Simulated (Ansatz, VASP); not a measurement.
# Mn2Te3S in VASP and in Ansatz

```
Mn Te S
1.0
     4.69434    0.00000    0.00000
     0.00000    4.69434    0.00000
     0.00000    0.00000    7.48187
Mn Te S
2 3 1
Direct
  0.50000 0.00000 0.84587
  0.00000 0.50000 0.15413
  0.50000 0.00000 0.49011
  0.00000 0.50000 0.50989
  0.00000 0.00000 0.00000
  0.50000 0.50000 0.00000
```

Change from the starting cell: species swapped into the Hf2Sb3Pd type (P-4m2, No. 115).

Alike in both runs: functional PBE; k mesh 3 × 3 × 2; occupations gaussian, width 0.15 eV; collinear spin.

Ansatz relaxed the structure, and its values are those at the end. VASP's run is a single point on that final structure, the one shown.

|  | VASP | Ansatz |
| --- | --- | --- |
| version | VASP 6.6.1 | Ansatz 0.2.0 |
| potentials or method | VASP PAW PBE potentials, release 64 (Mn_pv, Te, S), cutoff 520 eV | scalar-relativistic, plane waves, PAW |
| valence electrons in the cell | 50 | 84 |

```tsv
	VASP	Ansatz	Ansatz less VASP
gap on the k mesh at the Fermi level (eV)	none	none	-
pressure (GPa)	0.2	0.2	+0.03
rms of the force components (eV/Å)	0.005	0.007	+0.0022
net moment per atom (μB)	1.36	1.36	+0.001
size of the moment on the site where the two differ most (μB)	3.92	3.88	-0.042
```

Site moments also hang on the region over which each program counts them. A gap of «none» marks a metal or a gap that the smearing closes. VASP's potentials hold 50 valence electrons a cell and Ansatz's 84, so a difference there can come from the potentials and not from the codes.

The k mesh is coarse, so the values compare programs but aren't converged. Spin-orbit coupling is off throughout.
